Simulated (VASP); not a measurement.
# Li (P6_3/mmc) in VASP: single point with PBEsol

Aim: the single point of Li with PBEsol.

Program: VASP 6.6.1. These are calculated values, not measurements. Logs are shortened: lines on timing, memory, paths and dates and some standing lists are left out, and cuts for length are marked.

### 1 The cell of the first run

Symmetry: P6_3/mmc, No. 194, hexagonal system. The conventional cell has a = 3.111 Å, b = 3.111 Å, c = 5.093 Å, α = 90.00°, β = 90.00°, γ = 120.00°. Li (site symmetry -6m2) has 12 Li at 3.11 to 3.12 Å within 4.1 Å.

### 2 Single point, PBEsol

The input, INCAR:

```
SYSTEM = Li
ALGO = Fast
EDIFF = 1E-6
ENCUT = 520
GGA = PS
ISIF = 2
ISMEAR = 0
LASPH = .True.
LCHARG = .True.
LELF = .True.
LREAL = .False.
LVHAR = .True.
LWAVE = .False.
NBANDS = 10
NELM = 100
PREC = Accurate
SIGMA = 0.15
```

The input, KPOINTS:

```
k-points
0
Gamma
  18 18 10
  0 0 0
```

The input, POSCAR:

```
Li
1.0
    3.1110021516      0.0000000000      0.0000000000
   -1.5555010758      2.6942068945      0.0000000000
    0.0000000000      0.0000000000      5.0930000000
Li
2
Direct
    0.3333333333      0.6666666667      0.2500000000
    0.6666666667      0.3333333333      0.7500000000
```

Potentials or basis: VASP PAW PBE potentials, release 64 (Li_sv).

On the command line:

```
> cat potpaw_PBE.64/Li_sv/POTCAR > POTCAR
> mpirun -np 1 vasp_std > vasp.out
```

OUTCAR:

```text
SYSTEM = Li
   EDIFF = 1E-6
   ENCUT = 520
   GGA = PS
   ISIF = 2
   ISMEAR = 0
   LASPH = .True.
   LREAL = .False.
   NELM = 100
   PREC = Accurate

 ion  position               nearest neighbor table
   1  0.333  0.667  0.250-
   2  0.667  0.333  0.750-

  LATTYP: Found a hexagonal cell.
 ALAT       =     3.1110021516
 C/A-ratio  =     1.6370930497

  Lattice vectors:

 A1 = (   3.1110021516,   0.0000000000,   0.0000000000)
 A2 = (  -1.5555010758,   2.6942068945,   0.0000000000)
 A3 = (   0.0000000000,   0.0000000000,   5.0930000000)

Analysis of symmetry for initial positions (statically):
=====================================================================
 Subroutine PRICEL returns:
 Original cell was already a primitive cell.

 Routine SETGRP: Setting up the symmetry group for a
 hexagonal supercell.

 Subroutine GETGRP returns: Found 24 space group operations
 (whereof 12 operations were pure point group operations)
 out of a pool of 24 trial point group operations.

The static configuration has the point symmetry D_3d.
 The point group associated with its full space group is D_6h.

Analysis of symmetry for dynamics (positions and initial velocities):
=====================================================================
 Subroutine PRICEL returns:
 Original cell was already a primitive cell.

 Routine SETGRP: Setting up the symmetry group for a
 hexagonal supercell.

 Subroutine GETGRP returns: Found 24 space group operations
 (whereof 12 operations were pure point group operations)
 out of a pool of 24 trial point group operations.

The dynamic configuration has the point symmetry D_3d.
 The point group associated with its full space group is D_6h.

 Subroutine INISYM returns: Found 24 space group operations
 (whereof 12 operations are pure point group operations),
 and found     1 'primitive' translations

----------------------------------------------------------------------------------------

                                     Primitive cell

  volume of cell :      42.6879

  direct lattice vectors                    reciprocal lattice vectors
     3.111002152  0.000000000  0.000000000     0.321439829  0.185583372  0.000000000
    -1.555501076  2.694206895  0.000000000     0.000000000  0.371166744  0.000000000
     0.000000000  0.000000000  5.093000000     0.000000000  0.000000000  0.196347929

  length of vectors
     3.111002152  3.111002152  5.093000000     0.371166744  0.371166744  0.196347929

  position of ions in fractional coordinates (direct lattice)
     0.333333333  0.666666667  0.250000000
     0.666666667  0.333333333  0.750000000

  ion indices of the primitive-cell ions
   primitive index   ion index
                 1           1
                 2           2

----------------------------------------------------------------------------------------

 KPOINTS: k-points

Automatic generation of k-mesh.
 Grid dimensions read from file:
 generate k-points for:   18   18   10

 Generating k-lattice:

  Cartesian coordinates                     Fractional coordinates (reciprocal lattice)
     0.017857768  0.010310187  0.000000000     0.055555556  0.000000000  0.000000000
     0.000000000  0.020620375  0.000000000     0.000000000  0.055555556  0.000000000
     0.000000000  0.000000000  0.019634793     0.000000000  0.000000000  0.100000000

  Length of vectors
     0.020620375  0.020620375  0.019634793

  Shift w.r.t. Gamma in fractional coordinates (k-lattice)
     0.000000000  0.000000000  0.000000000

 Subroutine IBZKPT returns following result:
 ===========================================

 Found    222 irreducible k-points:

 Following reciprocal coordinates:
            Coordinates               Weight
  0.000000  0.000000  0.000000      1.000000
  0.055556 -0.000000  0.000000      6.000000
  0.111111 -0.000000  0.000000      6.000000
  0.166667  0.000000  0.000000      6.000000
  0.222222 -0.000000  0.000000      6.000000
  0.277778  0.000000  0.000000      6.000000
[... 16 lines left out ...]
  0.333333  0.111111  0.000000     12.000000
  0.388889  0.111111  0.000000     12.000000
 [... further k-points ...]
   k-points           NKPTS =    222   k-points in BZ     NKDIM =    222   number of bands    NBANDS=     10
   number of dos      NEDOS =    301   number of ions     NIONS =      2
   total plane-waves  NPLWV =  23040
   dimension x,y,z NGX =    24 NGY =   24 NGZ =   40
   dimension x,y,z NGXF=    48 NGYF=   48 NGZF=   80
   ions per type =               2
   NGX,Y,Z   is equivalent  to a cutoff of  12.83, 12.83, 13.06 a.u.
   NGXF,Y,Z  is equivalent  to a cutoff of  25.65, 25.65, 26.11 a.u.
 SYSTEM =  Li
   PREC   = accura    normal or accurate (medium, high low for compatibility)
   ISTART =      0    job   : 0-new  1-cont  2-samecut
   ICHARG =      2    charge: 1-file 2-atom 10-const
   ISPIN  =      1    spin polarized calculation?
   LNONCOLLINEAR =      F non collinear calculations
   LSORBIT =      F    spin-orbit coupling
   LASPH  =      T    aspherical Exc in radial PAW
   ENCUT  =  520.0 eV  38.22 Ry    6.18 a.u.   5.78  5.78  9.47*2*pi/ulx,y,z
   NELM   =    100;   NELMIN=  2; NELMDL= -5     # of ELM steps
   EDIFF  = 0.1E-05   stopping-criterion for ELM
   LREAL  =      F    real-space projection
   EDIFFG = 0.1E-04   stopping-criterion for IOM
   NSW    =      0    number of steps for IOM
   IBRION =     -1    ionic relax: 0-MD 1-quasi-New 2-CG
   NFREE  =      0    steps in history (QN), initial steepest desc. (CG)
   ISIF   =      2    stress and relaxation
   ISYM   =      2    0-nonsym 1-usesym 2-fastsym
   POTIM  = 0.5000    time-step for ionic-motion
   TEBEG  =    0.0;   TEEND  =   0.0 temperature during run
   PSTRESS=    0.0 pullay stress
   NELECT =       6.0000    total number of electrons
   NUPDOWN=      -1.0000    fix difference up-down
   EMIN   =  10.00;   EMAX   =-10.00  energy-range for DOS
   EFERMI =   0.00;   METHOD = LEGACY
   ISMEAR =     0;   SIGMA  =   0.15  broadening in eV -4-tet -1-fermi 0-gaus
   EFERMI_NEDOS =   21; number of points for ismear=-14 and -15
   IALGO  =     68    algorithm
   IMIX   =      4    mixing-type and parameters
     AMIX     =   0.40;   BMIX     =  1.00
     AMIX_MAG =   1.60;   BMIX_MAG =  1.00
  volume/ion in A,a.u.               =      21.34       144.04
  Fermi-wavevector in a.u.,A,eV,Ry     =   0.851184  1.608505  9.857621  0.724515
  Thomas-Fermi vector in A             =   1.967278
   LORBIT       =      0    0 simple, 1 ext, 2 COOP (PROOUT), +10 PAW based schemes
   GGA     = PS    functional components
   LHFCALC =     F    Hartree Fock is set to
   AEXX    =    0.0000 exact exchange contribution
   IVDW    =     0    specifies the selected vdW correction
   LEPSILON=     F    determine dielectric tensor
   LRPA    =     F    only Hartree local field effects (RPA)
 non-spin polarized calculation
 RMM-DIIS sequential band-by-band and
 Gauss-broadening in eV      SIGMA  =   0.15
  energy-cutoff  :      520.00
  volume of cell :       42.69
 maximum number of plane-waves:      1182
 NGX is ok and might be reduce to    24
   NGX = 11   NGY = 11   NGZ = 19

 number of electron       5.9999990 magnetization

 Free energy of the ion-electron system (eV)
  ---------------------------------------------------
  ext. energy  EPLUGINS =         0.00000000
  ---------------------------------------------------
  free energy    TOTEN  =        -3.93624217 eV

  energy without entropy =       -3.92527021  energy(sigma->0) =       -3.93075619

 E-fermi :   0.4867     XC(G=0):  -6.8929

 val. band max:        0.4782146840   @ k =   0.0000   0.0000   0.0000
 cond. band min:       0.5072590986   @ k =   0.2222   0.1111   0.3000
 fundamental gap:      0.0290444146
 Fermi energy:         0.4866893938

 k-point     1 :       0.0000    0.0000    0.0000
  band No.  band energies     occupation
      1     -45.5153      2.00000
      2     -45.5002      2.00000
      3      -3.0007      2.00000
      4       0.4782      1.06368
      5       3.2359      0.00000
      6      12.5485      0.00000
      7      12.5485      0.00000
      8      13.8983      0.00000
      9      13.8983      0.00000
     10      14.4261      0.00000

 k-point     2 :       0.0556   -0.0000    0.0000
  band No.  band energies     occupation
      1     -45.5149      2.00000
      2     -45.4999      2.00000
      3      -2.9526      2.00000
      4       0.5409      0.60909
      5       3.2564      0.00000
      6      11.9969      0.00000
      7      12.1556      0.00000
      8      13.8831      0.00000
      9      14.1582      0.00000
     10      14.3805      0.00000

 k-point     3 :       0.1111   -0.0000    0.0000
  band No.  band energies     occupation
      1     -45.5138      2.00000
      2     -45.4994      2.00000
      3      -2.8080      2.00000
      4       0.7289      0.02237
      5       3.3145      0.00000
      6      10.7851      0.00000
      7      11.4565      0.00000
      8      13.8202      0.00000
      9      14.1676      0.00000
     10      14.3701      0.00000

 k-point     4 :       0.1667    0.0000    0.0000
  band No.  band energies     occupation
      1     -45.5120      2.00000
      2     -45.4985      2.00000
      3      -2.5670      2.00000
      4       1.0419      0.00000
      5       3.4010      0.00000
      6       9.4110      0.00000
      7      10.7600      0.00000
      8      13.5348      0.00000
      9      13.5760      0.00000
     10      14.1093      0.00000
[... 222 lines left out ...]
 k-point    22 :       0.2778    0.1111    0.0000
  band No.  band energies     occupation
      1     -45.5038      2.00000
      2     -45.4955      2.00000
      3      -1.1206      2.00000
      4       2.9061      0.00000
      5       3.4104      0.00000
      6       6.0357      0.00000
      7       7.9126      0.00000
      8       9.6132      0.00000
      9      10.8800      0.00000
     10      12.5330      0.00000

 k-point    23 :       0.3333    0.1111    0.0000
  band No.  band energies     occupation
      1     -45.5016      2.00000
      2     -45.4951      2.00000
      3      -0.5070      2.00000
      4       2.8599      0.00000
      5       3.6987      0.00000
      6       5.8205      0.00000
      7       7.4005      0.00000
      8       8.2732      0.00000
      9      10.2268      0.00000
     10      12.3168      0.00000

 k-point    24 :       0.3889    0.1111    0.0000
  band No.  band energies     occupation
      1     -45.5000      2.00000
      2     -45.4950      2.00000
      3       0.1570      1.99812
      4       2.1093      0.00000
      5       4.5736      0.00000
      6       6.0123      0.00000
      7       6.8981      0.00000
      8       7.0583      0.00000
      9       9.8218      0.00000
     10      12.1879      0.00000

 [... further k-points ...]
[... 5 lines left out ...]
  --------------------------------------------------------------------------------------
  -------------------------------------------------------------------------------------
  Total       -0.2058788     -0.2058788     -0.1941654      0.0000000     -0.0000000     -0.0000000
  in kB       -7.7271123     -7.7271123     -7.2874821      0.0000000     -0.0000000     -0.0000000
  external PRESSURE =      -7.5805689 kB  Pullay stress =       0.0000000 kB

 VOLUME and BASIS-vectors are now :
 -----------------------------------------------------------------------------
  energy-cutoff  :      520.00
  volume of cell :       42.69
      direct lattice vectors                 reciprocal lattice vectors
     3.111002152  0.000000000  0.000000000     0.321439829  0.185583372  0.000000000
    -1.555501076  2.694206895  0.000000000     0.000000000  0.371166744  0.000000000
     0.000000000  0.000000000  5.093000000     0.000000000  0.000000000  0.196347929

 POSITION                                       TOTAL-FORCE (eV/Angst)
 -----------------------------------------------------------------------------------
     -0.00000      1.79614      1.27325        -0.000000      0.000000      0.000000
      1.55550      0.89807      3.81975         0.000000     -0.000000      0.000000
 -----------------------------------------------------------------------------------
    total drift:                               -0.000000      0.000000      0.000000

  FREE ENERGIE OF THE ION-ELECTRON SYSTEM (eV)
  ---------------------------------------------------
  free  energy   TOTEN  =        -3.9362421661 eV

  energy  without entropy=       -3.9252702107  energy(sigma->0) =       -3.93075619
```

It took 2.6 min on 1 thread of AMD EPYC 7R43 (Zen 3), shared host; peak memory 0.16 GiB.

What came out:

```yaml
Free_energy: -3.9362 eV
Band_gap_on_the_k_mesh: zero (band 3 reaches 2.60 eV, above the bottom of band 4 at -1.91 eV)
```

Caveat: the cutoff is under 1.25 times the usual one of these potentials, so pressure, stress and relaxed cells hold a basis-set (Pulay) error; the PAW data sets were made with another functional, which shifts forces and pressure a little.
